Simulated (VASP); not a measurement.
# As (P6/mmm) in VASP: notebook

As is run at these levels: PBE; tasks: single point.

Everything below comes from runs of VASP 6.6.1. Logs are shortened: lines on timing, memory, paths and dates and some standing lists are left out, and cuts for length are marked.

## Step 1: The cell of the first run

It takes space group P6/mmm (No. 191, hexagonal). The conventional cell has a = 3.660 Å, b = 3.660 Å, c = 2.144 Å, α = 90.00°, β = 90.00°, γ = 120.00°. As (site symmetry 6/mmm) has 14 As at 2.14 to 2.37 Å within 2.8 Å. Within 2.8 Å of As (site symmetry -6m2) lie 11 As at 2.11 to 2.37 Å.

## Step 2: Single point, PBE (volume scaled by 0.43)

File INCAR:

```
SYSTEM = As
PREC = Accurate ; ENCUT = 520
EDIFF = 1E-7 ; ISMEAR = -1
SIGMA = 0.1 ; LREAL = .False.
LASPH = .True. ; NELM = 80
ALGO = Normal ; ISIF = 2
LWAVE = .False. ; LCHARG = .False.
GGA = PE ; NBANDS = 14
```

File KPOINTS:

```
regular mesh
0
Gamma
  8 8 10
  0 0 0
```

File POSCAR:

```
As
1.0
    3.6603706098      0.0000000000      0.0000000000
   -1.8301853049      3.1699739354      0.0000000000
    0.0000000000      0.0000000000      2.1440152472
As
3
Direct
    0.0000000000      0.0000000000      0.0000000000
    0.3333333333      0.6666666667      0.5000000000
    0.6666666667      0.3333333333      0.5000000000
```

Potentials or basis: VASP PAW PBE potentials, release 64 (As).

Command:

```console
$ cat potpaw_PBE.64/As/POTCAR > POTCAR
$ mpirun -np 1 vasp_std > vasp.out
```

OUTCAR:

```text
SYSTEM = As
   PREC = Accurate
   ENCUT = 520
   EDIFF = 1E-7
   ISMEAR = -1
   LREAL = .False.
   LASPH = .True.
   NELM = 80
   ISIF = 2
   GGA = PE

 ion  position               nearest neighbor table
   1  0.000  0.000  0.000-   2 2.37   3 2.37   2 2.37   3 2.37   3 2.37   3 2.37   2 2.37   2 2.37
                             3 2.37   3 2.37   2 2.37   2 2.37
   2  0.333  0.667  0.500-   3 2.11   3 2.11   3 2.11   1 2.37   1 2.37   1 2.37   1 2.37   1 2.37
                             1 2.37
   3  0.667  0.333  0.500-   2 2.11   2 2.11   2 2.11   1 2.37   1 2.37   1 2.37   1 2.37   1 2.37
                             1 2.37

  LATTYP: Found a hexagonal cell.
 ALAT       =     3.6603706098
 C/A-ratio  =     0.5857372042

  Lattice vectors:

 A1 = (   3.6603706098,   0.0000000000,   0.0000000000)
 A2 = (  -1.8301853049,   3.1699739354,   0.0000000000)
 A3 = (   0.0000000000,   0.0000000000,   2.1440152472)

Analysis of symmetry for initial positions (statically):
=====================================================================
 Subroutine PRICEL returns:
 Original cell was already a primitive cell.

 Routine SETGRP: Setting up the symmetry group for a
 hexagonal supercell.

 Subroutine GETGRP returns: Found 24 space group operations
 (whereof 24 operations were pure point group operations)
 out of a pool of 24 trial point group operations.

The static configuration has the point symmetry D_6h.

Analysis of symmetry for dynamics (positions and initial velocities):
=====================================================================
 Subroutine PRICEL returns:
 Original cell was already a primitive cell.

 Routine SETGRP: Setting up the symmetry group for a
 hexagonal supercell.

 Subroutine GETGRP returns: Found 24 space group operations
 (whereof 24 operations were pure point group operations)
 out of a pool of 24 trial point group operations.

The dynamic configuration has the point symmetry D_6h.

 Subroutine INISYM returns: Found 24 space group operations
 (whereof 24 operations are pure point group operations),
 and found     1 'primitive' translations

----------------------------------------------------------------------------------------

                                     Primitive cell

  volume of cell :      24.8776

  direct lattice vectors                    reciprocal lattice vectors
     3.660370610  0.000000000  0.000000000     0.273196380  0.157730004  0.000000000
    -1.830185305  3.169973935  0.000000000     0.000000000  0.315460007  0.000000000
     0.000000000  0.000000000  2.144015247     0.000000000  0.000000000  0.466414594

  length of vectors
     3.660370610  3.660370610  2.144015247     0.315460007  0.315460007  0.466414594

  position of ions in fractional coordinates (direct lattice)
     0.000000000  0.000000000  0.000000000
     0.333333333  0.666666667  0.500000000
     0.666666667  0.333333333  0.500000000

  ion indices of the primitive-cell ions
   primitive index   ion index
                 1           1
                 2           2
                 3           3

----------------------------------------------------------------------------------------

 KPOINTS: regular mesh

Automatic generation of k-mesh.
 Grid dimensions read from file:
 generate k-points for:    8    8   10

 Generating k-lattice:

  Cartesian coordinates                     Fractional coordinates (reciprocal lattice)
     0.034149547  0.019716250  0.000000000     0.125000000  0.000000000  0.000000000
     0.000000000  0.039432501  0.000000000     0.000000000  0.125000000  0.000000000
     0.000000000  0.000000000  0.046641459     0.000000000  0.000000000  0.100000000

  Length of vectors
     0.039432501  0.039432501  0.046641459

  Shift w.r.t. Gamma in fractional coordinates (k-lattice)
     0.000000000  0.000000000  0.000000000

 Subroutine IBZKPT returns following result:
 ===========================================

 Found     60 irreducible k-points:

 Following reciprocal coordinates:
            Coordinates               Weight
  0.000000  0.000000  0.000000      1.000000
  0.125000 -0.000000  0.000000      6.000000
  0.250000 -0.000000  0.000000      6.000000
  0.375000 -0.000000  0.000000      6.000000
  0.500000 -0.000000  0.000000      3.000000
  0.125000  0.125000  0.000000      6.000000
[... 16 lines left out ...]
  0.250000 -0.000000  0.200000     12.000000
  0.375000 -0.000000  0.200000     12.000000
 [... further k-points ...]
   k-points           NKPTS =     60   k-points in BZ     NKDIM =     60   number of bands    NBANDS=     14
   number of dos      NEDOS =    301   number of ions     NIONS =      3
   total plane-waves  NPLWV =  12544
   dimension x,y,z NGX =    28 NGY =   28 NGZ =   16
   dimension x,y,z NGXF=    56 NGYF=   56 NGZF=   32
   ions per type =               3
   NGX,Y,Z   is equivalent  to a cutoff of  12.72, 12.72, 12.41 a.u.
   NGXF,Y,Z  is equivalent  to a cutoff of  25.43, 25.43, 24.81 a.u.
 SYSTEM =  As
   PREC   = accura    normal or accurate (medium, high low for compatibility)
   ISTART =      0    job   : 0-new  1-cont  2-samecut
   ICHARG =      2    charge: 1-file 2-atom 10-const
   ISPIN  =      1    spin polarized calculation?
   LNONCOLLINEAR =      F non collinear calculations
   LSORBIT =      F    spin-orbit coupling
   LASPH  =      T    aspherical Exc in radial PAW
   ENCUT  =  520.0 eV  38.22 Ry    6.18 a.u.   6.81  6.81  3.99*2*pi/ulx,y,z
   NELM   =     80;   NELMIN=  2; NELMDL= -5     # of ELM steps
   EDIFF  = 0.1E-06   stopping-criterion for ELM
   LREAL  =      F    real-space projection
   EDIFFG = 0.1E-05   stopping-criterion for IOM
   NSW    =      0    number of steps for IOM
   IBRION =     -1    ionic relax: 0-MD 1-quasi-New 2-CG
   NFREE  =      0    steps in history (QN), initial steepest desc. (CG)
   ISIF   =      2    stress and relaxation
   ISYM   =      2    0-nonsym 1-usesym 2-fastsym
   POTIM  = 0.5000    time-step for ionic-motion
   TEBEG  =    0.0;   TEEND  =   0.0 temperature during run
   PSTRESS=    0.0 pullay stress
   NELECT =      15.0000    total number of electrons
   NUPDOWN=      -1.0000    fix difference up-down
   EMIN   =  10.00;   EMAX   =-10.00  energy-range for DOS
   EFERMI =   0.00;   METHOD = LEGACY
   ISMEAR =    -1;   SIGMA  =   0.10  broadening in eV -4-tet -1-fermi 0-gaus
   EFERMI_NEDOS =   21; number of points for ismear=-14 and -15
   IALGO  =     38    algorithm
   IMIX   =      4    mixing-type and parameters
     AMIX     =   0.40;   BMIX     =  1.00
     AMIX_MAG =   1.60;   BMIX_MAG =  1.00
  volume/ion in A,a.u.               =       8.29        55.96
  Fermi-wavevector in a.u.,A,eV,Ry     =   1.383043  2.613572 26.025335  1.912808
  Thomas-Fermi vector in A             =   2.507678
   LORBIT       =      0    0 simple, 1 ext, 2 COOP (PROOUT), +10 PAW based schemes
   GGA     = PE    functional components
[... 5 lines left out ...]
 non-spin polarized calculation
  energy-cutoff  :      520.00
  volume of cell :       24.88
 maximum number of plane-waves:       692
 NGX is ok and might be reduce to    28
   NGX = 13   NGY = 13   NGZ =  7

 number of electron      15.0000002 magnetization

 Free energy of the ion-electron system (eV)
  ---------------------------------------------------
  ext. energy  EPLUGINS =         0.00000000
  ---------------------------------------------------
  free energy    TOTEN  =         8.04599583 eV

  energy without entropy =        8.07192870  energy(sigma->0) =        8.05896227

 E-fermi :  20.7018     XC(G=0): -14.7756

 val. band max:       20.6840788042   @ k =   0.1250  -0.0000   0.4000
 cond. band min:      20.7442147029   @ k =   0.5000  -0.0000   0.0000
 fundamental gap:      0.0601358987
 Fermi energy:        20.7018367108

 k-point     1 :       0.0000    0.0000    0.0000
  band No.  band energies     occupation
      1      -6.3031      2.00000
      2       9.0564      2.00000
      3       9.0564      2.00000
      4       9.2753      2.00000
      5       9.2753      2.00000
      6       9.6105      2.00000
      7       9.6264      2.00000
      8      24.8709      0.00000
      9      29.5684      0.00000
     10      36.2269      0.00000
     11      36.2269      0.00000
     12      38.2740      0.00000
     13      38.2740      0.00000
     14      38.6297      0.00000

 k-point     2 :       0.1250   -0.0000    0.0000
  band No.  band energies     occupation
      1      -6.0619      2.00000
      2       5.6613      2.00000
      3       7.3417      2.00000
      4       7.9081      2.00000
      5      11.4562      2.00000
      6      11.5185      2.00000
      7      13.3747      2.00000
      8      25.1416      0.00000
      9      29.6326      0.00000
     10      33.0074      0.00000
     11      33.1591      0.00000
     12      36.6714      0.00000
     13      37.5833      0.00000
     14      37.6680      0.00000

 k-point     3 :       0.2500   -0.0000    0.0000
  band No.  band energies     occupation
      1      -5.3367      2.00000
      2       2.4850      2.00000
      3       6.0179      2.00000
      4       6.8155      2.00000
      5      14.0364      2.00000
      6      14.1761      2.00000
      7      17.7712      2.00000
      8      25.9450      0.00000
      9      28.2385      0.00000
     10      28.7862      0.00000
     11      30.5338      0.00000
     12      33.8231      0.00000
     13      35.8734      0.00000
     14      36.4175      0.00000
[... 324 lines left out ...]
 k-point    23 :       0.2500   -0.0000    0.2000
  band No.  band energies     occupation
      1      -3.9860      2.00000
      2       3.8295      2.00000
      3       7.4548      2.00000
      4       8.0057      2.00000
      5      15.1539      2.00000
      6      15.4605      2.00000
      7      16.4188      2.00000
      8      18.8058      2.00000
      9      24.3849      0.00000
     10      27.3774      0.00000
     11      27.5333      0.00000
     12      29.8042      0.00000
     13      30.4401      0.00000
     14      34.6698      0.00000

 k-point    24 :       0.3750   -0.0000    0.2000
  band No.  band energies     occupation
      1      -2.7700      2.00000
      2       1.1403      2.00000
      3       6.6660      2.00000
      4       7.3537      2.00000
      5      17.5353      2.00000
      6      18.0123      2.00000
      7      18.5137      2.00000
      8      21.0697      0.04925
      9      24.2271      0.00000
     10      25.1532      0.00000
     11      25.4118      0.00000
     12      27.6801      0.00000
     13      27.7955      0.00000
     14      34.9554      0.00000

 [... further k-points ...]
[... 5 lines left out ...]
  --------------------------------------------------------------------------------------
  -------------------------------------------------------------------------------------
  Total       67.7066651     67.7066651     67.8824471      0.0000000      0.0000000      0.0000000
  in kB     4360.4708259   4360.4708260   4371.7916023      0.0000000      0.0000000      0.0000000
  external PRESSURE =    4364.2444181 kB  Pullay stress =       0.0000000 kB

 VOLUME and BASIS-vectors are now :
 -----------------------------------------------------------------------------
  energy-cutoff  :      520.00
  volume of cell :       24.88
      direct lattice vectors                 reciprocal lattice vectors
     3.660370610  0.000000000  0.000000000     0.273196380  0.157730004  0.000000000
    -1.830185305  3.169973935  0.000000000     0.000000000  0.315460007  0.000000000
     0.000000000  0.000000000  2.144015247     0.000000000  0.000000000  0.466414594

 POSITION                                       TOTAL-FORCE (eV/Angst)
 -----------------------------------------------------------------------------------
      0.00000      0.00000      0.00000        -0.000000      0.000000      0.000000
     -0.00000      2.11332      1.07201         0.000000      0.000000      0.000000
      1.83019      1.05666      1.07201        -0.000000      0.000000      0.000000
 -----------------------------------------------------------------------------------
    total drift:                               -0.000000      0.000000     -0.000000

  FREE ENERGIE OF THE ION-ELECTRON SYSTEM (eV)
  ---------------------------------------------------
  free  energy   TOTEN  =         8.0459958307 eV

  energy  without entropy=        8.0719286994  energy(sigma->0) =        8.05896227
```

It took 15 s on 1 thread of Intel Xeon Platinum 8259CL at 2.50GHz (Skylake/Cascade Lake), shared host; peak memory 0.14 GiB.

What came out:

```yaml
Free_energy: 8.0460 eV
Pressure: 436.4 GPa
```

(Continued in part 2 of 2.)
